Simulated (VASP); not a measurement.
# Pt in VASP: single point with PBE

Aim: the single point of Pt with PBE.

All numbers are computed with VASP 6.6.1; they aren't measurements. Logs are shortened: lines on timing, memory, paths and dates and some standing lists are left out, and cuts for length are marked.

### 1 The cell of the first run

The cell holds a slab with vacuum, 5 atoms: a = 2.807 Å, b = 2.807 Å, c = 24.169 Å, α = 90.00°, β = 90.00°, γ = 120.00°.

### 2 Single point, PBE

The input, INCAR:

```
ALGO = Normal ; DIPOL = 0.5 0.5 0.500
EDIFF = 1E-6 ; ENCUT = 430
GGA = PE ; GGA_COMPAT = False
IDIPOL = 3 ; ISIF = 2
ISMEAR = 0 ; LASPH = True
LCHARG = False ; LDIPOL = True
LREAL = False ; LWAVE = False
NBANDS = 53 ; NELM = 120
NELMDL = -8 ; PREC = Accurate
SIGMA = 0.1
```

The input, KPOINTS:

```
k-points
0
Gamma
  12 12 1
```

The input, POSCAR:

```
Pt
1.0
    2.8072917799      0.0000000000      0.0000000000
   -1.4036458899      2.4311859972      0.0000000000
    0.0000000000      0.0000000000     24.1685765598
Pt
5
Direct
    0.6666666667      0.3333333333      0.3103203030
    0.3333333333      0.6666666667      0.4051601515
    0.0000000000      0.0000000000      0.5000000000
    0.6666666667      0.3333333333      0.5948398485
    0.3333333333      0.6666666667      0.6896796970
```

Potentials or basis: VASP PAW PBE potentials, release 64 (Pt_sv_GW).

Started as:

```bash
> cat potpaw_PBE.64/Pt_sv_GW/POTCAR > POTCAR
> mpirun -np 1 vasp_std > vasp.out
```

OUTCAR:

```text
EDIFF = 1E-6
   ENCUT = 430
   GGA = PE
   ISIF = 2
   ISMEAR = 0
   LASPH = True
   LREAL = False
   NELM = 120
   NELMDL = -8
   PREC = Accurate

 ion  position               nearest neighbor table
   1  0.667  0.333  0.310-   2 2.81   2 2.81   2 2.81
   2  0.333  0.667  0.405-   3 2.81   1 2.81   1 2.81   3 2.81   3 2.81   1 2.81
   3  0.000  0.000  0.500-   2 2.81   4 2.81   2 2.81   4 2.81   4 2.81   2 2.81
   4  0.667  0.333  0.595-   3 2.81   5 2.81   5 2.81   3 2.81   3 2.81   5 2.81
   5  0.333  0.667  0.690-   4 2.81   4 2.81   4 2.81

  LATTYP: Found a hexagonal cell.
 ALAT       =     2.8072917799
 C/A-ratio  =     8.6092143086

  Lattice vectors:

 A1 = (   2.8072917799,   0.0000000000,   0.0000000000)
 A2 = (  -1.4036458899,   2.4311859972,   0.0000000000)
 A3 = (   0.0000000000,   0.0000000000,  24.1685765598)

Analysis of symmetry for initial positions (statically):
=====================================================================
 Subroutine PRICEL returns:
 Original cell was already a primitive cell.

 Routine SETGRP: Setting up the symmetry group for a
 hexagonal supercell.

 Subroutine GETGRP returns: Found 12 space group operations
 (whereof 12 operations were pure point group operations)
 out of a pool of 24 trial point group operations.

The static configuration has the point symmetry D_3d.

Analysis of symmetry for dynamics (positions and initial velocities):
=====================================================================
 Subroutine PRICEL returns:
 Original cell was already a primitive cell.

 Routine SETGRP: Setting up the symmetry group for a
 hexagonal supercell.

 Subroutine GETGRP returns: Found 12 space group operations
 (whereof 12 operations were pure point group operations)
 out of a pool of 24 trial point group operations.

The dynamic configuration has the point symmetry D_3d.

 Subroutine INISYM returns: Found 12 space group operations
 (whereof 12 operations are pure point group operations),
 and found     1 'primitive' translations

----------------------------------------------------------------------------------------

                                     Primitive cell

  volume of cell :     164.9517

  direct lattice vectors                    reciprocal lattice vectors
     2.807291780  0.000000000  0.000000000     0.356215199  0.205660941  0.000000000
    -1.403645890  2.431185997  0.000000000     0.000000000  0.411321882  0.000000000
     0.000000000  0.000000000 24.168576560     0.000000000  0.000000000  0.041376040

  length of vectors
     2.807291780  2.807291780 24.168576560     0.411321882  0.411321882  0.041376040

  position of ions in fractional coordinates (direct lattice)
     0.666666667  0.333333333  0.310320303
     0.333333333  0.666666667  0.405160151
     0.000000000  0.000000000  0.500000000
     0.666666667  0.333333333  0.594839849
     0.333333333  0.666666667  0.689679697

  ion indices of the primitive-cell ions
   primitive index   ion index
                 1           1
                 2           2
                 3           3
                 4           4
                 5           5

----------------------------------------------------------------------------------------

 KPOINTS: k-points

Automatic generation of k-mesh.
 Grid dimensions read from file:
 generate k-points for:   12   12    1

 Generating k-lattice:

  Cartesian coordinates                     Fractional coordinates (reciprocal lattice)
     0.029684600  0.017138412  0.000000000     0.083333333  0.000000000  0.000000000
     0.000000000  0.034276824  0.000000000     0.000000000  0.083333333  0.000000000
     0.000000000  0.000000000  0.041376040     0.000000000  0.000000000  1.000000000

  Length of vectors
     0.034276824  0.034276824  0.041376040

  Shift w.r.t. Gamma in fractional coordinates (k-lattice)
     0.000000000  0.000000000  0.000000000

 Subroutine IBZKPT returns following result:
 ===========================================

 Found     19 irreducible k-points:

 Following reciprocal coordinates:
            Coordinates               Weight
  0.000000  0.000000  0.000000      1.000000
  0.083333  0.000000  0.000000      6.000000
  0.166667  0.000000  0.000000      6.000000
  0.250000  0.000000  0.000000      6.000000
  0.333333  0.000000  0.000000      6.000000
  0.416667  0.000000  0.000000      6.000000
[... 11 lines left out ...]
  0.333333  0.250000  0.000000     12.000000
  0.333333  0.333333  0.000000      2.000000
   k-points           NKPTS =     19   k-points in BZ     NKDIM =     19   number of bands    NBANDS=     53
   number of dos      NEDOS =    301   number of ions     NIONS =      5
   total plane-waves  NPLWV =  67200
   dimension x,y,z NGX =    20 NGY =   20 NGZ =  168
   dimension x,y,z NGXF=    40 NGYF=   40 NGZF=  336
   ions per type =               5
   NGX,Y,Z   is equivalent  to a cutoff of  11.84, 11.84, 11.56 a.u.
   NGXF,Y,Z  is equivalent  to a cutoff of  23.69, 23.69, 23.11 a.u.
 SYSTEM =  unknown system
   PREC   = accura    normal or accurate (medium, high low for compatibility)
   ISTART =      0    job   : 0-new  1-cont  2-samecut
   ICHARG =      2    charge: 1-file 2-atom 10-const
   ISPIN  =      1    spin polarized calculation?
   LNONCOLLINEAR =      F non collinear calculations
   LSORBIT =      F    spin-orbit coupling
   LASPH  =      T    aspherical Exc in radial PAW
   ENCUT  =  430.0 eV  31.60 Ry    5.62 a.u.   4.75  4.75 40.86*2*pi/ulx,y,z
   NELM   =    120;   NELMIN=  2; NELMDL= -8     # of ELM steps
   EDIFF  = 0.1E-05   stopping-criterion for ELM
   LREAL  =      F    real-space projection
   EDIFFG = 0.1E-04   stopping-criterion for IOM
   NSW    =      0    number of steps for IOM
   IBRION =     -1    ionic relax: 0-MD 1-quasi-New 2-CG
   NFREE  =      0    steps in history (QN), initial steepest desc. (CG)
   ISIF   =      2    stress and relaxation
   ISYM   =      2    0-nonsym 1-usesym 2-fastsym
   POTIM  = 0.5000    time-step for ionic-motion
   TEBEG  =    0.0;   TEEND  =   0.0 temperature during run
   PSTRESS=    0.0 pullay stress
   NELECT =      90.0000    total number of electrons
   NUPDOWN=      -1.0000    fix difference up-down
   EMIN   =  10.00;   EMAX   =-10.00  energy-range for DOS
   EFERMI =   0.00;   METHOD = LEGACY
   ISMEAR =     0;   SIGMA  =   0.10  broadening in eV -4-tet -1-fermi 0-gaus
   EFERMI_NEDOS =   21; number of points for ismear=-14 and -15
   IALGO  =     38    algorithm
   IMIX   =      4    mixing-type and parameters
     AMIX     =   0.40;   BMIX     =  1.00
     AMIX_MAG =   1.60;   BMIX_MAG =  1.00
  volume/ion in A,a.u.               =      32.99       222.63
  Fermi-wavevector in a.u.,A,eV,Ry     =   1.337735  2.527952 24.348098  1.789535
  Thomas-Fermi vector in A             =   2.466260
   LORBIT       =      0    0 simple, 1 ext, 2 COOP (PROOUT), +10 PAW based schemes
   GGA     = PE    functional components
   LHFCALC =     F    Hartree Fock is set to
   AEXX    =    0.0000 exact exchange contribution
   IVDW    =     0    specifies the selected vdW correction
   LEPSILON=     F    determine dielectric tensor
   LRPA    =     F    only Hartree local field effects (RPA)
 non-spin polarized calculation
 Gauss-broadening in eV      SIGMA  =   0.10
  energy-cutoff  :      430.00
  volume of cell :      164.95
 maximum number of plane-waves:      3357
 NGX is ok and might be reduce to    20
   NGX =  9   NGY =  9   NGZ = 81

 dipolmoment           0.000000      0.000000      0.000000 electrons x Angstroem

 number of electron      89.9999998 magnetization

 dipolmoment           0.000000      0.000000     -0.000000 electrons x Angstroem

 Free energy of the ion-electron system (eV)
  ---------------------------------------------------
  ext. energy  EPLUGINS =         0.00000000
  ---------------------------------------------------
  free energy    TOTEN  =       -29.02595513 eV

  energy without entropy =      -28.96952290  energy(sigma->0) =      -28.99773902

 E-fermi :   1.7647     XC(G=0):  -7.3133

 val. band max:        1.7579323327   @ k =   0.0000   0.0000   0.0000
 cond. band min:       1.7715611036   @ k =   0.0833   0.0000   0.0000
 fundamental gap:      0.0136287709
 Fermi energy:         1.7646682068

 k-point     1 :       0.0000    0.0000    0.0000
  band No.  band energies     occupation
      1     -96.7291      2.00000
      2     -96.6376      2.00000
      3     -96.6367      2.00000
      4     -96.1846      2.00000
      5     -96.1846      2.00000
      6     -51.0839      2.00000
[... 45 lines left out ...]
     52       7.0587      0.00000
     53       7.4597      0.00000

 k-point     2 :       0.0833    0.0000    0.0000
  band No.  band energies     occupation
      1     -96.7278      2.00000
      2     -96.6365      2.00000
      3     -96.6355      2.00000
      4     -96.1834      2.00000
      5     -96.1834      2.00000
      6     -51.0775      2.00000
[... 45 lines left out ...]
     52       7.2120      0.00000
     53       7.6425      0.00000

 k-point     3 :       0.1667    0.0000    0.0000
  band No.  band energies     occupation
      1     -96.7243      2.00000
      2     -96.6331      2.00000
      3     -96.6324      2.00000
      4     -96.1801      2.00000
      5     -96.1801      2.00000
      6     -51.0604      2.00000
[... 45 lines left out ...]
     52       7.6442      0.00000
     53       8.1899      0.00000
[... 785 lines left out ...]
 k-point    18 :       0.3333    0.2500    0.0000
  band No.  band energies     occupation
      1     -96.7086      2.00000
      2     -96.6180      2.00000
      3     -96.6180      2.00000
      4     -96.1651      2.00000
      5     -96.1651      2.00000
      6     -51.0713      2.00000
[... 45 lines left out ...]
     52       8.2964      0.00000
     53       8.9658      0.00000

 k-point    19 :       0.3333    0.3333    0.0000
  band No.  band energies     occupation
      1     -96.7080      2.00000
      2     -96.6174      2.00000
      3     -96.6174      2.00000
      4     -96.1645      2.00000
      5     -96.1645      2.00000
      6     -51.0350      2.00000
[... 45 lines left out ...]
     52       8.6540      0.00000
     53       8.6540      0.00000

------------------------ aborting loop because EDIFF is reached ----------------------------------------

 vacuum level on the upper side and lower side of the slab       (xc-potential included)        -0.201        -0.201

  FORCE on cell =-STRESS in cart. coord.  units (eV):
  Direction    XX          YY          ZZ          XY          YZ          ZX
  --------------------------------------------------------------------------------------
  -------------------------------------------------------------------------------------
  Total       -5.4579100     -5.4579100     -1.4973919     -0.0000000     -0.0000000     -0.0000000
  in kB      -53.0127266    -53.0127266    -14.5441798     -0.0000000     -0.0000000     -0.0000000
  external PRESSURE =     -40.1898777 kB  Pullay stress =       0.0000000 kB

 VOLUME and BASIS-vectors are now :
 -----------------------------------------------------------------------------
  energy-cutoff  :      430.00
  volume of cell :      164.95
      direct lattice vectors                 reciprocal lattice vectors
     2.807291780  0.000000000  0.000000000     0.356215199  0.205660941  0.000000000
    -1.403645890  2.431185997  0.000000000     0.000000000  0.411321882  0.000000000
     0.000000000  0.000000000 24.168576560     0.000000000  0.000000000  0.041376040

 POSITION                                       TOTAL-FORCE (eV/Angst)
 -----------------------------------------------------------------------------------
      1.40365      0.81040      7.50000         0.000000     -0.000000     -0.119373
     -0.00000      1.62079      9.79214        -0.000000     -0.000000      0.256874
      0.00000      0.00000     12.08429         0.000000      0.000000      0.000000
      1.40365      0.81040     14.37643        -0.000000      0.000000     -0.256874
     -0.00000      1.62079     16.66858         0.000000      0.000000      0.119373
 -----------------------------------------------------------------------------------
    total drift:                               -0.000000      0.000000     -0.000000

  FREE ENERGIE OF THE ION-ELECTRON SYSTEM (eV)
  ---------------------------------------------------
  free  energy   TOTEN  =       -29.0259551350 eV

  energy  without entropy=      -28.9695229016  energy(sigma->0) =      -28.99773902

 vacuum level on the upper side and lower side of the slab         7.241         7.241
```

Run time: 4.9 min. Hardware: 1 thread of Intel Xeon Platinum 8488C (Sapphire Rapids), shared host; peak memory 0.28 GiB.

What came out:

* Free energy: -29.0260 eV
* Largest force: 0.257 eV/Å
* Band gap on the k mesh: zero (bands 45 and 46 overlap by 1.44 eV)

Forces on the atoms (eV/Å):
```
Pt   0.000  0.000 -0.119
Pt   0.000  0.000  0.257
Pt   0.000  0.000  0.000
Pt   0.000  0.000 -0.257
Pt   0.000  0.000  0.119
```

Levels at points of the mesh, in eV from the Fermi level:
```
           k point  band 42  band 43  band 44  band 45  band 46  band 47  band 48  band 49
(0.00, 0.00, 0.00)    -1.39    -1.39    -0.94    -0.94    -0.31    -0.31    -0.09    -0.01
(0.50, 0.00, 0.00)     0.17     0.30     0.55     0.57     0.74     2.15     2.50     2.90
```

Caveat: spin-orbit coupling is left out, which moves the levels of the heavy elements.
